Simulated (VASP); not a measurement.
# Si3N2 (P4mm) in VASP: further runs

Runs on Si3N2. Level: PBE. Tasks: single point, relaxation of cell and atoms.

Program: VASP 6.6.1. These are calculated values, not measurements. Logs are shortened: lines on timing, memory, paths and dates and some standing lists are left out, and cuts for length are marked.

## (1) The cell of the first run

It takes space group P4mm (No. 99, tetragonal). The conventional cell has a = 3.594 Å, b = 3.594 Å, c = 4.709 Å, α = 90.00°, β = 90.00°, γ = 90.00°. Within 2.4 Å of Si (site symmetry 2mm) lie 1 N at 1.80 Å. Within 2.4 Å of Si (site symmetry 4mm) lie 4 N at 1.84 Å. Within 2.4 Å of N (site symmetry 2mm) lie 3 Si at 1.80 to 1.84 Å.

## (2) Single point, PBE

Contents of INCAR:

```
SYSTEM = Si3N2
PREC = Accurate
ENCUT = 520
EDIFF = 1E-7
ISMEAR = 0
SIGMA = 0.1
LREAL = .FALSE.
LASPH = .TRUE.
NELM = 80
ALGO = Normal
ISIF = 2
LWAVE = .FALSE.
LCHARG = .TRUE.
GGA = PE
LELF = .TRUE.
LVHAR = .TRUE.
NBANDS = 19
```

Contents of KPOINTS:

```
regular mesh
0
G
  6 6 4
  0 0 0
```

Contents of POSCAR:

```
Si3N2
1.0
    3.5937834264      0.0000000000      0.0000000000
    0.0000000000      3.5937834264      0.0000000000
    0.0000000000      0.0000000000      4.7087761018
Si N
3 2
Direct
    0.5000000000      0.0000000000      0.1522014006
    0.0000000000      0.5000000000      0.1522014006
    0.5000000000      0.5000000000      0.6846176067
    0.5000000000      0.0000000000      0.7691435510
    0.0000000000      0.5000000000      0.7691435510
```

Potentials or basis: VASP PAW PBE potentials, release 64 (Si, N).

On the command line:

```sh
cat potpaw_PBE.64/Si/POTCAR potpaw_PBE.64/N/POTCAR > POTCAR
mpirun -np 1 vasp_std > vasp.out
```

OUTCAR:

```text
SYSTEM = Si3N2
   PREC = Accurate
   ENCUT = 520
   EDIFF = 1E-7
   ISMEAR = 0
   LREAL = .FALSE.
   LASPH = .TRUE.
   NELM = 80
   ISIF = 2
   GGA = PE

 ion  position               nearest neighbor table
   1  0.500  0.000  0.152-   4 1.80   2 2.54   2 2.54   2 2.54   2 2.54   3 2.84   3 2.84   3 3.08
                             3 3.08
   2  0.000  0.500  0.152-   5 1.80   1 2.54   1 2.54   1 2.54   1 2.54   3 2.84   3 2.84   3 3.08
                             3 3.08
   3  0.500  0.500  0.685-   4 1.84   5 1.84   4 1.84   5 1.84   1 2.84   1 2.84   2 2.84   2 2.84
                             1 3.08   1 3.08   2 3.08   2 3.08
   4  0.500  0.000  0.769-   1 1.80   3 1.84   3 1.84
   5  0.000  0.500  0.769-   2 1.80   3 1.84   3 1.84

  LATTYP: Found a simple tetragonal cell.
 ALAT       =     3.5937834264
 C/A-ratio  =     1.3102559456

  Lattice vectors:

 A1 = (   3.5937834264,   0.0000000000,   0.0000000000)
 A2 = (   0.0000000000,   3.5937834264,   0.0000000000)
 A3 = (   0.0000000000,   0.0000000000,   4.7087761018)

Analysis of symmetry for initial positions (statically):
=====================================================================
 Subroutine PRICEL returns:
 Original cell was already a primitive cell.

 Routine SETGRP: Setting up the symmetry group for a
 simple tetragonal supercell.

 Subroutine GETGRP returns: Found  8 space group operations
 (whereof  8 operations were pure point group operations)
 out of a pool of 16 trial point group operations.

The static configuration has the point symmetry C_4v.

Analysis of symmetry for dynamics (positions and initial velocities):
=====================================================================
 Subroutine PRICEL returns:
 Original cell was already a primitive cell.

 Routine SETGRP: Setting up the symmetry group for a
 simple tetragonal supercell.

 Subroutine GETGRP returns: Found  8 space group operations
 (whereof  8 operations were pure point group operations)
 out of a pool of 16 trial point group operations.

The dynamic configuration has the point symmetry C_4v.

 Subroutine INISYM returns: Found  8 space group operations
 (whereof  8 operations are pure point group operations),
 and found     1 'primitive' translations

----------------------------------------------------------------------------------------

                                     Primitive cell

  volume of cell :      60.8152

  direct lattice vectors                    reciprocal lattice vectors
     3.593783426  0.000000000  0.000000000     0.278258281  0.000000000  0.000000000
     0.000000000  3.593783426  0.000000000     0.000000000  0.278258281  0.000000000
     0.000000000  0.000000000  4.708776102     0.000000000  0.000000000  0.212369409

  length of vectors
     3.593783426  3.593783426  4.708776102     0.278258281  0.278258281  0.212369409

  position of ions in fractional coordinates (direct lattice)
     0.500000000  0.000000000  0.152201401
     0.000000000  0.500000000  0.152201401
     0.500000000  0.500000000  0.684617607
     0.500000000  0.000000000  0.769143551
     0.000000000  0.500000000  0.769143551

  ion indices of the primitive-cell ions
   primitive index   ion index
                 1           1
                 2           2
                 3           3
                 4           4
                 5           5

----------------------------------------------------------------------------------------

 KPOINTS: regular mesh

Automatic generation of k-mesh.
 Grid dimensions read from file:
 generate k-points for:    6    6    4

 Generating k-lattice:

  Cartesian coordinates                     Fractional coordinates (reciprocal lattice)
     0.046376380  0.000000000  0.000000000     0.166666667  0.000000000  0.000000000
     0.000000000  0.046376380  0.000000000     0.000000000  0.166666667  0.000000000
     0.000000000  0.000000000  0.053092352     0.000000000  0.000000000  0.250000000

  Length of vectors
     0.046376380  0.046376380  0.053092352

  Shift w.r.t. Gamma in fractional coordinates (k-lattice)
     0.000000000  0.000000000  0.000000000

 Subroutine IBZKPT returns following result:
 ===========================================

 Found     30 irreducible k-points:

 Following reciprocal coordinates:
            Coordinates               Weight
  0.000000  0.000000  0.000000      1.000000
  0.166667  0.000000  0.000000      4.000000
  0.333333  0.000000  0.000000      4.000000
  0.500000  0.000000  0.000000      2.000000
  0.166667  0.166667  0.000000      4.000000
  0.333333  0.166667  0.000000      8.000000
[... 16 lines left out ...]
  0.333333  0.000000  0.500000      4.000000
  0.500000  0.000000  0.500000      2.000000
 [... further k-points ...]
   k-points           NKPTS =     30   k-points in BZ     NKDIM =     30   number of bands    NBANDS=     19
   number of dos      NEDOS =    301   number of ions     NIONS =      5
   total plane-waves  NPLWV =  28224
   dimension x,y,z NGX =    28 NGY =   28 NGZ =   36
   dimension x,y,z NGXF=    56 NGYF=   56 NGZF=   72
   ions per type =               3   2
   NGX,Y,Z   is equivalent  to a cutoff of  12.95, 12.95, 12.71 a.u.
   NGXF,Y,Z  is equivalent  to a cutoff of  25.91, 25.91, 25.42 a.u.
 SYSTEM =  Si3N2
   PREC   = accura    normal or accurate (medium, high low for compatibility)
   ISTART =      0    job   : 0-new  1-cont  2-samecut
   ICHARG =      2    charge: 1-file 2-atom 10-const
   ISPIN  =      1    spin polarized calculation?
   LNONCOLLINEAR =      F non collinear calculations
   LSORBIT =      F    spin-orbit coupling
   LASPH  =      T    aspherical Exc in radial PAW
   ENCUT  =  520.0 eV  38.22 Ry    6.18 a.u.   6.68  6.68  8.76*2*pi/ulx,y,z
   NELM   =     80;   NELMIN=  2; NELMDL= -5     # of ELM steps
   EDIFF  = 0.1E-06   stopping-criterion for ELM
   LREAL  =      F    real-space projection
   EDIFFG = 0.1E-05   stopping-criterion for IOM
   NSW    =      0    number of steps for IOM
   IBRION =     -1    ionic relax: 0-MD 1-quasi-New 2-CG
   NFREE  =      0    steps in history (QN), initial steepest desc. (CG)
   ISIF   =      2    stress and relaxation
   ISYM   =      2    0-nonsym 1-usesym 2-fastsym
   POTIM  = 0.5000    time-step for ionic-motion
   TEBEG  =    0.0;   TEEND  =   0.0 temperature during run
   PSTRESS=    0.0 pullay stress
   NELECT =      22.0000    total number of electrons
   NUPDOWN=      -1.0000    fix difference up-down
   EMIN   =  10.00;   EMAX   =-10.00  energy-range for DOS
   EFERMI =   0.00;   METHOD = LEGACY
   ISMEAR =     0;   SIGMA  =   0.10  broadening in eV -4-tet -1-fermi 0-gaus
   EFERMI_NEDOS =   21; number of points for ismear=-14 and -15
   IALGO  =     38    algorithm
   IMIX   =      4    mixing-type and parameters
     AMIX     =   0.40;   BMIX     =  1.00
     AMIX_MAG =   1.60;   BMIX_MAG =  1.00
  volume/ion in A,a.u.               =      12.16        82.08
  Fermi-wavevector in a.u.,A,eV,Ry     =   1.166483  2.204333 18.513213  1.360683
  Thomas-Fermi vector in A             =   2.302996
   LORBIT       =      0    0 simple, 1 ext, 2 COOP (PROOUT), +10 PAW based schemes
   GGA     = PE    functional components
   LHFCALC =     F    Hartree Fock is set to
   AEXX    =    0.0000 exact exchange contribution
   IVDW    =     0    specifies the selected vdW correction
   LEPSILON=     F    determine dielectric tensor
   LRPA    =     F    only Hartree local field effects (RPA)
 non-spin polarized calculation
 Gauss-broadening in eV      SIGMA  =   0.10
  energy-cutoff  :      520.00
  volume of cell :       60.82
 maximum number of plane-waves:      1674
 NGX is ok and might be reduce to    28
   NGX = 13   NGY = 13   NGZ = 17

 number of electron      22.0000001 magnetization

 Free energy of the ion-electron system (eV)
  ---------------------------------------------------
  ext. energy  EPLUGINS =         0.00000000
  ---------------------------------------------------
  free energy    TOTEN  =       -31.01372649 eV

  energy without entropy =      -31.00686247  energy(sigma->0) =      -31.01029448

 E-fermi :   8.0025     XC(G=0): -10.9146

 val. band max:        7.8189445838   @ k =   0.1667   0.1667   0.5000
 cond. band min:       8.0377470567   @ k =   0.5000   0.5000   0.2500
 fundamental gap:      0.2188024730
 Fermi energy:         8.0024564672

 k-point     1 :       0.0000    0.0000    0.0000
  band No.  band energies     occupation
      1     -10.2611      2.00000
      2      -5.8171      2.00000
      3      -2.1991      2.00000
      4      -0.0792      2.00000
      5       0.6778      2.00000
      6       0.6778      2.00000
[... 11 lines left out ...]
     18      14.4021      0.00000
     19      15.5863      0.00000

 k-point     2 :       0.1667    0.0000    0.0000
  band No.  band energies     occupation
      1     -10.0414      2.00000
      2      -6.2108      2.00000
      3      -1.9243      2.00000
      4       0.0249      2.00000
      5       0.7601      2.00000
      6       0.8419      2.00000
[... 11 lines left out ...]
     18      13.9260      0.00000
     19      15.8556      0.00000

 k-point     3 :       0.3333    0.0000    0.0000
  band No.  band energies     occupation
      1      -9.4137      2.00000
      2      -7.1771      2.00000
      3      -1.1194      2.00000
      4       0.1901      2.00000
      5       1.2149      2.00000
      6       1.2391      2.00000
[... 11 lines left out ...]
     18      15.0594      0.00000
     19      16.5351      0.00000

 k-point     4 :       0.5000    0.0000    0.0000
  band No.  band energies     occupation
      1      -8.6972      2.00000
      2      -8.0573      2.00000
      3      -0.1263      2.00000
      4       0.3157      2.00000
      5       0.5219      2.00000
      6       1.4939      2.00000
[... 407 lines left out ...]
     18      15.8254      0.00000
     19      17.2556      0.00000

 k-point    23 :       0.3333    0.0000    0.5000
  band No.  band energies     occupation
      1      -9.2717      2.00000
      2      -7.0981      2.00000
      3      -2.8352      2.00000
      4       0.5116      2.00000
      5       0.8006      2.00000
      6       1.3447      2.00000
[... 11 lines left out ...]
     18      16.4919      0.00000
     19      17.1163      0.00000

 k-point    24 :       0.5000    0.0000    0.5000
  band No.  band energies     occupation
      1      -8.5727      2.00000
      2      -7.9539      2.00000
      3      -1.7520      2.00000
      4      -1.0192      2.00000
      5       0.8513      2.00000
      6       1.5824      2.00000
[... 11 lines left out ...]
     18      16.9334      0.00000
     19      18.0131      0.00000

 [... further k-points ...]

------------------------ aborting loop because EDIFF is reached ----------------------------------------

  FORCE on cell =-STRESS in cart. coord.  units (eV):
  Direction    XX          YY          ZZ          XY          YZ          ZX
  --------------------------------------------------------------------------------------
  -------------------------------------------------------------------------------------
  Total        0.0967950      0.0967950      0.0443034      0.0000000      0.0000000      0.0000000
  in kB        2.5500673      2.5500673      1.1671748      0.0000000      0.0000000      0.0000000
  external PRESSURE =       2.0891031 kB  Pullay stress =       0.0000000 kB

 VOLUME and BASIS-vectors are now :
 -----------------------------------------------------------------------------
  energy-cutoff  :      520.00
  volume of cell :       60.82
      direct lattice vectors                 reciprocal lattice vectors
     3.593783426  0.000000000  0.000000000     0.278258281  0.000000000  0.000000000
     0.000000000  3.593783426  0.000000000     0.000000000  0.278258281  0.000000000
     0.000000000  0.000000000  4.708776102     0.000000000  0.000000000  0.212369409

 POSITION                                       TOTAL-FORCE (eV/Angst)
 -----------------------------------------------------------------------------------
      1.79689      0.00000      0.71668         0.000000      0.000000      0.018588
      0.00000      1.79689      0.71668         0.000000      0.000000      0.018588
      1.79689      1.79689      3.22371         0.000000     -0.000000     -0.011215
      1.79689      0.00000      3.62172         0.000000      0.000000     -0.012981
      0.00000      1.79689      3.62172         0.000000      0.000000     -0.012981
 -----------------------------------------------------------------------------------
    total drift:                                0.000000     -0.000000     -0.000118

  FREE ENERGIE OF THE ION-ELECTRON SYSTEM (eV)
  ---------------------------------------------------
  free  energy   TOTEN  =       -31.0137264910 eV

  energy  without entropy=      -31.0068624724  energy(sigma->0) =      -31.01029448
```

Wall time 36 s (1 thread of Intel Xeon 6975P-C, shared host); peak memory 0.18 GiB.

Results:

```
Free energy            : -31.0137 eV
Pressure               : 0.2 GPa
Largest force          : 0.019 eV/Å
Band gap on the k mesh : zero (band 11 reaches 9.20 eV, above the bottom of band 12 at 6.00 eV)
```

Forces in eV/Å, atoms in the order of the input:
```
Si   0.000  0.000  0.019
Si   0.000  0.000  0.019
Si   0.000  0.000 -0.011
N    0.000  0.000 -0.013
N    0.000  0.000 -0.013
```

(Part 1 of 3 ends here.)
